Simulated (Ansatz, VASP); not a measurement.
**One calculation of MoN2, two programs**

```xyz
6
Lattice="2.7570 0.0000 0.0000 -1.3785 2.3876 0.0000 0.0000 0.0000 9.9100" Properties=species:S:1:pos:R:3 pbc="T T T"
Mo    0.0000    1.5918    2.4775
Mo    1.3785    0.7959    7.4325
N     0.0000    1.5918    6.1541
N     1.3785    0.7959    1.1991
N     0.0000    1.5918    8.7109
N     1.3785    0.7959    3.7559
```

Alike in both runs: task single point; functional LDA; k mesh 9 × 9 × 2; occupations gaussian, width 0.1 eV; no spin polarisation.

|  | VASP | Ansatz |
| --- | --- | --- |
| version | VASP 6.6.1 | Ansatz 0.2.0 |
| potentials or method | VASP PAW LDA potentials, release 64 (Mo_sv, N), cutoff 520 eV | scalar-relativistic, plane waves, PAW |
| valence electrons in the cell | 48 | 48 |

|  | VASP | Ansatz | Ansatz less VASP |
| --- | --- | --- | --- |
| gap on the k mesh at the Fermi level (eV) | none | none | - |
| pressure (GPa) | 5.5 | 4.2 | -1.30 |
| traceless stress, the component that is largest in VASP (GPa) | -37.64 | -37.44 | +0.194 |
| rms of the force components (eV/Å) | 0.960 | 1.010 | +0.0496 |

LDA's correlation is that of Perdew and Zunger in VASP and of Perdew and Wang (1992) in Ansatz. Atom by atom the forces differ by 0.050 eV/Å (rms over components). A gap of «none» marks a metal or a gap that the smearing closes.
